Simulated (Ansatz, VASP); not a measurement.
# Ti3O5: VASP beside Ansatz

```
CELL_PARAMETERS angstrom
4.87600 -1.90100 0.00000
4.87600 1.90100 0.00000
-0.31635 0.00000 9.43670
ATOMIC_POSITIONS crystal
Ti 0.05956 0.05956 0.36268
Ti 0.94044 0.94044 0.63732
Ti 0.78425 0.78425 0.25901
Ti 0.21575 0.21575 0.74099
Ti 0.13099 0.13099 0.04410
Ti 0.86901 0.86901 0.95590
O 0.96044 0.96044 0.15158
O 0.03956 0.03956 0.84842
O 0.87558 0.87558 0.43908
O 0.12442 0.12442 0.56092
O 0.24404 0.24404 0.24147
O 0.75596 0.75596 0.75853
O 0.59447 0.59447 0.34034
O 0.40553 0.40553 0.65966
O 0.67551 0.67551 0.05520
O 0.32449 0.32449 0.94480
```

Alike in both runs: functional PBEsol; k mesh 10 × 10 × 4; occupations gaussian, width 0.1 eV; no spin polarisation.

Ansatz relaxed the structure, and its values are those at the end. VASP's run is a single point on that final structure, the one shown.

|  | VASP | Ansatz |
| --- | --- | --- |
| version | VASP 6.6.1 | Ansatz 0.2.0 |
| potentials or method | VASP PAW PBE potentials, release 64 (Ti_sv, O), cutoff 520 eV | scalar-relativistic, plane waves, PAW |
| valence electrons in the cell | 132 | 132 |

Ansatz gave:

```
gap on the k mesh at the Fermi level (eV) : none
pressure (GPa)                            : -3.6
rms of the force components (eV/Å)        : 0.002
```

Problem. Estimate VASP's values.

Solution. gap on the k mesh at the Fermi level (eV): none; pressure (GPa): -3.0; rms of the force components (eV/Å): 0.011.

VASP's potentials were made for PBE, not for PBEsol. A gap of «none» marks a metal or a gap that the smearing closes. Ansatz's warnings: stress scf threshold loose.
